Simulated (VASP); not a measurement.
Zn: single point with PBEsol

Crystal: Zn.

```
Zn
1.0
    -0.90643    1.58058    1.58058
     1.58058   -0.90643    1.58058
     1.58058    1.58058   -0.90643
Zn
1
Direct
  0.00000 0.00000 0.00000
```

| Item | Value |
| --- | --- |
| Program | VASP 6.6.1 |
| Task | single point |
| Functional | PBEsol |
| Potentials or basis | VASP PAW PBE potentials, release 64 (Zn) |
| Cutoff | 520 eV |
| k mesh | 22 × 22 × 22 |
| Occupations | gaussian, width 0.15 eV |
| Spin | no spin polarisation |
| Dipole correction | no |
| Further INCAR settings | ALGO = Fast; EDIFF = 1e-06; NBANDS = 12 |

| Quantity | Value |
| --- | --- |
| Pressure | 18.8 GPa |
| Band gap on the k mesh | zero (bands 6 and 7 overlap by 8.48 eV) |

Stress tensor (GPa, compression positive):
```
18.78 -2.17 -2.17
-2.17 18.78 -2.17
-2.17 -2.17 18.78
```

Levels at points of the mesh, in eV from the Fermi level:
| k point | band 2 | band 3 | band 4 | band 5 | band 6 | band 7 | band 8 | band 9 | band 10 | band 11 |
| --- | --- | --- | --- | --- | --- | --- | --- | --- | --- | --- |
| (0.00, 0.00, 0.00) | -8.82 | -8.82 | -7.03 | -6.99 | -6.99 | 14.57 | 14.70 | 14.70 | 17.79 | 17.79 |
| (0.50, 0.00, 0.00) | -8.63 | -7.52 | -7.50 | -6.96 | -3.96 | -2.60 | 19.43 | 19.50 | 22.23 | 23.03 |
| (0.50, 0.50, 0.00) | -8.38 | -7.46 | -7.39 | -6.59 | 0.53 | 2.20 | 4.02 | 7.11 | 25.12 | 26.57 |
| (0.50, 0.50, 0.50) | -8.54 | -8.31 | -6.56 | -6.56 | 5.88 | 5.88 | 7.80 | 11.41 | 11.41 | 12.21 |

Wall time 2.4 min on 1 thread of Intel Xeon 8259CL, on a shared host, peak memory 0.26 GiB.

Caveat: the cell stands under pressure; the PAW data sets were made with another functional, which shifts forces and pressure a little.
